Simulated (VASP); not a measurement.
# ZnS (F-43m) in VASP: elastic constants with r2SCAN

Aim: the elastic constants of ZnS with r2SCAN.

Program: VASP 6.6.1. These are calculated values, not measurements. Logs are shortened: lines on timing, memory, paths and dates and some standing lists are left out, and cuts for length are marked.

**1. The cell of the first run**

It takes space group F-43m (No. 216, cubic). The conventional cell has a = 5.389 Å, b = 5.389 Å, c = 5.389 Å, α = 90.00°, β = 90.00°, γ = 90.00°. Zn (site symmetry -43m) has 4 S at 2.33 Å within 3.1 Å. Within 3.1 Å of S (site symmetry -43m) lie 4 Zn at 2.33 Å.

**2. Elastic constants, r2SCAN**

The input, INCAR:

```
SYSTEM = ZnS
ALGO = Normal
EDIFF = 1E-8
ENCUT = 600
IBRION = 6
ISIF = 3
ISMEAR = 0
LASPH = .True.
LCHARG = .False.
LMIXTAU = .True.
LREAL = .False.
LWAVE = .False.
METAGGA = R2SCAN
NBANDS = 16
NELM = 60
NFREE = 2
NSW = 1
POTIM = 0.015
PREC = Accurate
SIGMA = 0.01
```

The input, KPOINTS:

```
k-points
0
Gamma
  8 8 8
  0 0 0
```

The input, POSCAR:

```
ZnS
1.0
    0.0000000000      2.6945166844      2.6945166844
    2.6945166844      0.0000000000      2.6945166844
    2.6945166844      2.6945166844      0.0000000000
Zn S
1 1
Direct
    0.7500000000      0.7500000000      0.7500000000
    0.0000000000      0.0000000000      0.0000000000
```

Potentials or basis: VASP PAW PBE potentials, release 64 (Zn, S).

On the command line:

```bash
> cat potpaw_PBE.64/Zn/POTCAR potpaw_PBE.64/S/POTCAR > POTCAR
> mpirun -np 1 vasp_std > vasp.out
```

OUTCAR:

```text
SYSTEM = ZnS
   EDIFF = 1E-8
   ENCUT = 600
   IBRION = 6
   ISIF = 3
   ISMEAR = 0
   LASPH = .True.
   LREAL = .False.
   METAGGA = R2SCAN
   NELM = 60
   NFREE = 2
   NSW = 1
   POTIM = 0.015
   PREC = Accurate

 ion  position               nearest neighbor table
   1  0.750  0.750  0.750-   2 2.33   2 2.33   2 2.33   2 2.33
   2  0.000  0.000  0.000-   1 2.33   1 2.33   1 2.33   1 2.33

  LATTYP: Found a face centered cubic cell.
 ALAT       =     5.3890333688

  Lattice vectors:

 A1 = (   0.0000000000,   2.6945166844,   2.6945166844)
 A2 = (   2.6945166844,   0.0000000000,   2.6945166844)
 A3 = (   2.6945166844,   2.6945166844,   0.0000000000)

Analysis of symmetry for initial positions (statically):
=====================================================================
 Subroutine PRICEL returns:
 Original cell was already a primitive cell.

 Routine SETGRP: Setting up the symmetry group for a
 face centered cubic supercell.

 Subroutine GETGRP returns: Found 24 space group operations
 (whereof 24 operations were pure point group operations)
 out of a pool of 48 trial point group operations.

The static configuration has the point symmetry T_d .

Analysis of symmetry for dynamics (positions and initial velocities):
=====================================================================
 Subroutine PRICEL returns:
 Original cell was already a primitive cell.

 Routine SETGRP: Setting up the symmetry group for a
 face centered cubic supercell.

 Subroutine GETGRP returns: Found 24 space group operations
 (whereof 24 operations were pure point group operations)
 out of a pool of 48 trial point group operations.

The dynamic configuration has the point symmetry T_d .

 Subroutine INISYM returns: Found 24 space group operations
 (whereof 24 operations are pure point group operations),
 and found     1 'primitive' translations

----------------------------------------------------------------------------------------

                                     Primitive cell

  volume of cell :      39.1266

  direct lattice vectors                    reciprocal lattice vectors
     0.000000000  2.694516684  2.694516684    -0.185562035  0.185562035  0.185562035
     2.694516684  0.000000000  2.694516684     0.185562035 -0.185562035  0.185562035
     2.694516684  2.694516684  0.000000000     0.185562035  0.185562035 -0.185562035

  length of vectors
     3.810622039  3.810622039  3.810622039     0.321402873  0.321402873  0.321402873

  position of ions in fractional coordinates (direct lattice)
     0.750000000  0.750000000  0.750000000
     0.000000000  0.000000000  0.000000000

  ion indices of the primitive-cell ions
   primitive index   ion index
                 1           1
                 2           2

----------------------------------------------------------------------------------------

 KPOINTS: k-points

Automatic generation of k-mesh.
 Grid dimensions read from file:
 generate k-points for:    8    8    8

 Generating k-lattice:

  Cartesian coordinates                     Fractional coordinates (reciprocal lattice)
[... 103 lines left out ...]
 Free energy of the ion-electron system (eV)
  ---------------------------------------------------
  ext. energy  EPLUGINS =         0.00000000
  ---------------------------------------------------
  free energy    TOTEN  =       -18.86765447 eV

  energy without entropy =      -18.86765447  energy(sigma->0) =      -18.86765447

------------------------ aborting loop because EDIFF is reached ----------------------------------------

  FORCE on cell =-STRESS in cart. coord.  units (eV):
  Direction    XX          YY          ZZ          XY          YZ          ZX
  --------------------------------------------------------------------------------------
  -------------------------------------------------------------------------------------
  Total       -0.0005928     -0.0005928     -0.0005928      0.0000000      0.0000000     -0.0000000
  in kB       -0.0242762     -0.0242762     -0.0242762      0.0000000      0.0000000     -0.0000000
  external PRESSURE =      -0.0242762 kB  Pullay stress =       0.0000000 kB
[... 89 lines left out ...]
  FREE ENERGIE OF THE ION-ELECTRON SYSTEM (eV)
  ---------------------------------------------------
  free  energy   TOTEN  =       -18.8649281599 eV

  energy  without entropy=      -18.8649281599  energy(sigma->0) =      -18.86492816

[... ionic steps 4 to 14 ...]

--------------------------------------- Ionic step       15  -------------------------------------------

 number of electron      18.0000009 magnetization

------------------------ aborting loop because EDIFF is reached ----------------------------------------
[... 67 lines left out ...]
--------------------------------------- Ionic step       17  -------------------------------------------

 number of electron      18.0000016 magnetization

 Free energy of the ion-electron system (eV)
  ---------------------------------------------------
  ext. energy  EPLUGINS =         0.00000000
  ---------------------------------------------------
  free energy    TOTEN  =       -18.86698654 eV

  energy without entropy =      -18.86698654  energy(sigma->0) =      -18.86698654

 E-fermi :   1.9777     XC(G=0): -10.3260

 val. band max:        1.9216453455   @ k =   0.0000   0.0000   0.0000
 cond. band min:       4.6232153544   @ k =   0.0000   0.0000   0.0000
 fundamental gap:      2.7015700089
 Fermi energy:         1.9777465359

 k-point     1 :       0.0000    0.0000    0.0000
  band No.  band energies     occupation
      1     -11.8263      2.00000
      2      -4.6362      2.00000
      3      -4.6247      2.00000
      4      -4.6132      2.00000
      5      -4.0685      2.00000
      6      -4.0685      2.00000
[... 433 lines left out ...]
      3      -4.4139      2.00000
      4      -4.1291      2.00000
      5      -4.0587      2.00000
      6      -3.8022      2.00000
[... 8 lines left out ...]
     15      16.0871      0.00000
     16      16.9639      0.00000

 [... further k-points ...]

------------------------ aborting loop because EDIFF is reached ----------------------------------------

  FORCE on cell =-STRESS in cart. coord.  units (eV):
  Direction    XX          YY          ZZ          XY          YZ          ZX
  --------------------------------------------------------------------------------------
  -------------------------------------------------------------------------------------
  Total       -0.0000572      0.0018350      0.0018350      0.0000000      0.0853848      0.0000000
  in kB       -0.0023404      0.0751393      0.0751393      0.0000000      3.4963809      0.0000000
  external PRESSURE =       0.0493127 kB  Pullay stress =       0.0000000 kB
[... 17 lines left out ...]
  FREE ENERGIE OF THE ION-ELECTRON SYSTEM (eV)
  ---------------------------------------------------
  free  energy   TOTEN  =       -18.8669865442 eV

  energy  without entropy=      -18.8669865442  energy(sigma->0) =      -18.86698654

 INTERNAL STRAIN TENSORS FROM STRAINED CELLS
 ============================================

 INTERNAL STRAIN TENSOR FOR ION    1 for displacements in x,y,z  (eV/Angst):
          X           Y           Z          XY          YZ          ZX
  --------------------------------------------------------------------------------
  x    -0.00000    -0.00000    -0.00000    -0.00000     5.89703     0.00000
  y    -0.00000     0.00000    -0.00000    -0.00000     0.00000     5.89675
  z    -0.00000     0.00000    -0.00000     5.89652     0.00000     0.00000

 INTERNAL STRAIN TENSORS FROM DISPLACED ATOMS
 ============================================

 INTERNAL STRAIN TENSOR FOR ION    1 for displacements in x,y,z  (eV/Angst):
          X           Y           Z          XY          YZ          ZX
  --------------------------------------------------------------------------------
  x     0.00000    -0.00000    -0.00000     0.00000     5.98764     0.00000
  y    -0.00000     0.00000    -0.00000     0.00000     0.00000     5.98764
  z    -0.00000    -0.00000     0.00000     5.98764     0.00000     0.00000

 INTERNAL STRAIN TENSOR FOR ION    2 for displacements in x,y,z  (eV/Angst):
          X           Y           Z          XY          YZ          ZX
  --------------------------------------------------------------------------------
  x     0.00000     0.00000     0.00000     0.00000    -5.73561     0.00000
  y     0.00000     0.00000     0.00000     0.00000     0.00000    -5.73561
  z     0.00000     0.00000     0.00000    -5.73561     0.00000     0.00000

 Eigenvectors and eigenvalues of the dynamical matrix
 ----------------------------------------------------

   1 f  =    8.143002 THz    51.163991 2PiTHz  271.621309 cm-1    33.676735 meV
             X         Y         Z           dx          dy          dz
      4.041775  4.041775  4.041775     0.000000   -0.563066   -0.000000
      0.000000  0.000000  0.000000    -0.000000    0.826412    0.000000
[... 21 lines left out ...]
   6 f/i=    0.104375 THz     0.655808 2PiTHz    3.481576 cm-1     0.431660 meV
             X         Y         Z           dx          dy          dz
      4.041775  4.041775  4.041775     0.332270    0.753999   -0.063551
      0.000000  0.000000  0.000000     0.226388    0.513729   -0.043300

--------------------------------------------------------------------------------------------------------

 ELASTIC MODULI CONTR FROM IONIC RELAXATION (kBar)
 Direction    XX          YY          ZZ          XY          YZ          ZX
 --------------------------------------------------------------------------------
 XX          -0.0000     -0.0000     -0.0000      0.0000     -0.0000      0.0000
 YY          -0.0000     -0.0000     -0.0000      0.0000      0.0000     -0.0000
 ZZ          -0.0000     -0.0000     -0.0000      0.0000      0.0000      0.0000
 XY           0.0000      0.0000      0.0000   -243.0969     -0.0000     -0.0000
 YZ          -0.0000      0.0000      0.0000     -0.0000   -243.0969      0.0000
 ZX           0.0000     -0.0000      0.0000     -0.0000      0.0000   -243.0969
 --------------------------------------------------------------------------------

 TOTAL ELASTIC MODULI (kBar)
 Direction    XX          YY          ZZ          XY          YZ          ZX
 --------------------------------------------------------------------------------
 XX        1072.1704    635.2242    635.2242      0.0000     -0.0000     -0.0000
 YY         635.2242   1072.1704    635.2242     -0.0000      0.0000      0.0000
 ZZ         635.2242    635.2242   1072.1704      0.0000     -0.0000      0.0000
 XY           0.0000     -0.0000      0.0000    477.0273     -0.0000     -0.0000
 YZ          -0.0000      0.0000     -0.0000     -0.0000    477.0273      0.0000
 ZX          -0.0000      0.0000      0.0000     -0.0000      0.0000    477.0273
 --------------------------------------------------------------------------------
```

Wall time 2.2 h (1 thread of Oxide Virtual Turin-like, shared host); peak memory 0.3 GiB.

What came out:

- Elastic constants C11, C12, C44: 107, 64, 48 GPa
- Voigt bulk modulus: 78 GPa
- Highest phonon frequency at Γ, LO-TO splitting left out: 272 cm⁻¹

Phonon frequencies in cm⁻¹ (negative: imaginary):
| q point | frequencies |
| --- | --- |
| (0.000, 0.000, 0.000) | -3 -3 -3 272 272 272 |

Elastic tensor in Voigt notation (GPa, in the Cartesian axes of the cell as first typed):
```
107  64  64   0   0   0
 64 107  64   0   0   0
 64  64 107   0   0   0
  0   0   0  48   0   0
  0   0   0   0  48   0
  0   0   0   0   0  48
```

Clamped-ion elastic tensor (GPa):
```
107  64  64   0   0   0
 64 107  64   0   0   0
 64  64 107   0   0   0
  0   0   0  72   0   0
  0   0   0   0  72   0
  0   0   0   0   0  72
```

Caveat: the PAW data sets were made with another functional, which shifts forces and pressure a little.
